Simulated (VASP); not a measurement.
# C in VASP: single point with PBE

Aim: the single point of C with PBE.

Everything below comes from runs of VASP 6.6.1. Logs are shortened: lines on timing, memory, paths and dates and some standing lists are left out, and cuts for length are marked.

## (1) The cell of the first run

The cell holds a wire or tube with vacuum around it, 4 atoms: a = 10.500 Å, b = 9.300 Å, c = 2.896 Å, α = 90.00°, β = 90.00°, γ = 90.00°.

## (2) Single point, PBE, collinear spin

Contents of INCAR:

```
ALGO = Normal
EDIFF = 1E-6
ENCUT = 1000
GGA = PE
GGA_COMPAT = False
ISIF = 2
ISMEAR = 0
ISPIN = 2
LASPH = True
LCHARG = False
LORBIT = 11
LREAL = False
LWAVE = False
MAGMOM = 0.5 0.5 0.5 0.5
NBANDS = 20
NELM = 200
PREC = Accurate
SIGMA = 0.05
```

Contents of KPOINTS:

```
k-points
0
Gamma
  1 1 23
```

Contents of POSCAR:

```
C
1.0
   10.5000000000      0.0000000000      0.0000000000
    0.0000000000      9.3000000000      0.0000000000
    0.0000000000      0.0000000000      2.8960442203
C
4
Direct
    0.4292826465      0.5000000000      0.0000000000
    0.4292826465      0.5000000000      0.5000000000
    0.5707173535      0.5000000000      0.0000000000
    0.5707173535      0.5000000000      0.5000000000
```

Potentials or basis: VASP PAW PBE potentials, release 64 (C_h).

The run is started by

```
> cat potpaw_PBE.64/C_h/POTCAR > POTCAR
> mpirun -np 1 vasp_std > vasp.out
```

OUTCAR:

```text
EDIFF = 1E-6
   ENCUT = 1000
   GGA = PE
   ISIF = 2
   ISMEAR = 0
   ISPIN = 2
   LASPH = True
   LORBIT = 11
   LREAL = False
   NELM = 200
   PREC = Accurate

 ion  position               nearest neighbor table
   1  0.429  0.500  0.000-   2 1.45   2 1.45   3 1.49
   2  0.429  0.500  0.500-   1 1.45   1 1.45   4 1.49
   3  0.571  0.500  0.000-   4 1.45   4 1.45   1 1.49
   4  0.571  0.500  0.500-   3 1.45   3 1.45   2 1.49

  LATTYP: Found a simple orthorhombic cell.
 ALAT       =     2.8960442203
 B/A-ratio  =     3.2112769324
 C/A-ratio  =     3.6256352463

  Lattice vectors:

 A1 = (   0.0000000000,   0.0000000000,  -2.8960442203)
 A2 = (   0.0000000000,   9.3000000000,   0.0000000000)
 A3 = (  10.5000000000,   0.0000000000,   0.0000000000)

Analysis of symmetry for initial positions (statically):
=====================================================================
 Subroutine PRICEL returns following result:

  LATTYP: Found a simple orthorhombic cell.
 ALAT       =     1.4480221101
 B/A-ratio  =     6.4225538649
 C/A-ratio  =     7.2512704926
[... 12 lines left out ...]
 Subroutine GETGRP returns: Found  8 space group operations
 (whereof  8 operations were pure point group operations)
 out of a pool of  8 trial point group operations.

The static configuration has the point symmetry D_2h.

Analysis of symmetry for dynamics (positions and initial velocities):
=====================================================================
 Subroutine PRICEL returns following result:

  LATTYP: Found a simple orthorhombic cell.
 ALAT       =     1.4480221101
 B/A-ratio  =     6.4225538649
 C/A-ratio  =     7.2512704926
[... 12 lines left out ...]
 Subroutine GETGRP returns: Found  8 space group operations
 (whereof  8 operations were pure point group operations)
 out of a pool of  8 trial point group operations.

The dynamic configuration has the point symmetry D_2h.

Analysis of structural, dynamic, and magnetic symmetry:
=====================================================================
 Subroutine PRICEL returns following result:

  LATTYP: Found a simple orthorhombic cell.
 ALAT       =     1.4480221101
 B/A-ratio  =     6.4225538649
 C/A-ratio  =     7.2512704926
[... 12 lines left out ...]
 Subroutine GETGRP returns: Found  8 space group operations
 (whereof  8 operations were pure point group operations)
[... 113 lines left out ...]
   LORBIT       =     11    0 simple, 1 ext, 2 COOP (PROOUT), +10 PAW based schemes
   GGA     = PE    functional components
   LHFCALC =     F    Hartree Fock is set to
   AEXX    =    0.0000 exact exchange contribution
   IVDW    =     0    specifies the selected vdW correction
   LEPSILON=     F    determine dielectric tensor
   LRPA    =     F    only Hartree local field effects (RPA)
 spin polarized calculation
 Gauss-broadening in eV      SIGMA  =   0.05
  energy-cutoff  :     1000.00
  volume of cell :      282.80
 maximum number of plane-waves:     20331
   NGX = 55   NGY = 47   NGZ = 15

 number of electron      16.0000001 magnetization       0.0000406

 number of electron      16.0000001 magnetization      -0.0000136

 Free energy of the ion-electron system (eV)
  ---------------------------------------------------
  ext. energy  EPLUGINS =         0.00000000
  ---------------------------------------------------
  free energy    TOTEN  =       -29.78333917 eV

  energy without entropy =      -29.78333916  energy(sigma->0) =      -29.78333917

 E-fermi :  -3.5520     XC(G=0):  -2.2214

 val. band max:       -3.7300199225   @ k =   0.0000   0.0000   0.3478
 cond. band min:      -3.3740056151   @ k =   0.0000   0.0000   0.3478
 fundamental gap:      0.3560143075
 Fermi energy:        -3.5520183918

 spin component 1

 k-point     1 :       0.0000    0.0000    0.0000
  band No.  band energies     occupation
      1     -23.3350      1.00000
      2     -15.9984      1.00000
      3     -14.0460      1.00000
      4     -10.5265      1.00000
      5     -10.4563      1.00000
      6      -9.4407      1.00000
[... 252 lines left out ...]
      6      -6.7435      1.00000
[... 12 lines left out ...]
     19       6.4010      0.00000
     20       6.5270      0.00000
 Fermi energy:        -3.5520183918

 spin component 2

 k-point     1 :       0.0000    0.0000    0.0000
  band No.  band energies     occupation
      1     -23.3350      1.00000
      2     -15.9984      1.00000
      3     -14.0460      1.00000
      4     -10.5265      1.00000
      5     -10.4563      1.00000
      6      -9.4407      1.00000
[... 265 lines left out ...]
     19       6.3844      0.00000
     20       6.5275      0.00000

------------------------ aborting loop because EDIFF is reached ----------------------------------------

  FORCE on cell =-STRESS in cart. coord.  units (eV):
  Direction    XX          YY          ZZ          XY          YZ          ZX
  --------------------------------------------------------------------------------------
  -------------------------------------------------------------------------------------
  Total        0.0297985     -0.0165670      0.0166489      0.0000000     -0.0000000      0.0000000
  in kB        0.1688216     -0.0938591      0.0943230      0.0000000     -0.0000000      0.0000000
  external PRESSURE =       0.0564285 kB  Pullay stress =       0.0000000 kB

 VOLUME and BASIS-vectors are now :
 -----------------------------------------------------------------------------
  energy-cutoff  :     1000.00
  volume of cell :      282.80
      direct lattice vectors                 reciprocal lattice vectors
    10.500000000  0.000000000  0.000000000     0.095238095  0.000000000  0.000000000
     0.000000000  9.300000000  0.000000000     0.000000000  0.107526882  0.000000000
     0.000000000  0.000000000  2.896044220     0.000000000  0.000000000  0.345298595

 POSITION                                       TOTAL-FORCE (eV/Angst)
 -----------------------------------------------------------------------------------
      4.50747      4.65000      0.00000        -0.016647     -0.000000      0.000000
      4.50747      4.65000      1.44802        -0.016647     -0.000000     -0.000000
      5.99253      4.65000      0.00000         0.016647      0.000000     -0.000000
      5.99253      4.65000      1.44802         0.016647      0.000000      0.000000
 -----------------------------------------------------------------------------------
    total drift:                                0.000000      0.000000     -0.000000

  FREE ENERGIE OF THE ION-ELECTRON SYSTEM (eV)
  ---------------------------------------------------
  free  energy   TOTEN  =       -29.7833391740 eV

  energy  without entropy=      -29.7833391587  energy(sigma->0) =      -29.78333917

 total charge

# of ion       s       p       d       tot
------------------------------------------
    1        0.467   0.971   0.000   1.439
    2        0.467   0.971   0.000   1.439
    3        0.467   0.971   0.000   1.439
    4        0.467   0.971   0.000   1.439
--------------------------------------------------
tot          1.870   3.886   0.000   5.755

 magnetization (x)

# of ion       s       p       d       tot
------------------------------------------
    1       -0.000   0.000   0.000   0.000
    2       -0.000   0.000   0.000   0.000
    3       -0.000   0.000   0.000   0.000
    4       -0.000   0.000   0.000   0.000
--------------------------------------------------
tot         -0.000   0.000   0.000   0.000
```

OSZICAR:

```text
N       E                     dE             d eps       ncg     rms          rms(c)
DAV:   1     0.158804537358E+03    0.15880E+03   -0.66490E+03   960   0.885E+02
DAV:   2     0.412246637437E+01   -0.15468E+03   -0.13265E+03  1616   0.145E+02
[... 16 lines left out ...]
DAV:  19    -0.297832898346E+02   -0.62009E-04   -0.11759E-05  1004   0.242E-02    0.152E-03
DAV:  20    -0.297833002558E+02   -0.10421E-04   -0.37014E-06  1024   0.155E-02    0.800E-04
DAV:  21    -0.297833293381E+02   -0.29082E-04   -0.15668E-06  1000   0.862E-03    0.567E-04
DAV:  22    -0.297833307211E+02   -0.13830E-05   -0.65201E-07  1068   0.578E-03    0.400E-04
DAV:  23    -0.297833359055E+02   -0.51844E-05   -0.28509E-07   992   0.403E-03    0.263E-04
DAV:  24    -0.297833385930E+02   -0.26875E-05   -0.12539E-07   900   0.174E-03    0.161E-04
DAV:  25    -0.297833391740E+02   -0.58100E-06   -0.56300E-08   852   0.814E-04
   1 F= -.29783339E+02 E0= -.29783339E+02  d E =-.153518E-07  mag=     0.0000
```

stdout:

```text
POSCAR found type information on POSCAR C
 POSCAR found :  1 types and       4 ions
 scaLAPACK will be used
 LDA part: xc-table for (Slater+PW92), standard interpolation
 POSCAR, INCAR and KPOINTS ok, starting setup
 FFT: planning ... GRIDC
 FFT: planning ... GRID_SOFT
 FFT: planning ... GRID
 WAVECAR not read
 entering main loop
```

It took 6.4 min on 1 thread of Intel Xeon Platinum 8375C at 2.90GHz (Ice Lake), shared host; peak memory 0.98 GiB.

What came out:

| Item | Value |
| --- | --- |
| Free energy | -29.7833 eV |
| Largest force | 0.017 eV/Å |
| Net moment | 0.00 μB per cell |
| Valence electrons inside the program's atomic spheres | C 1.44 |

Forces on the atoms (eV/Å):
```
C   -0.017  0.000  0.000
C   -0.017  0.000  0.000
C    0.017  0.000  0.000
C    0.017  0.000  0.000
```
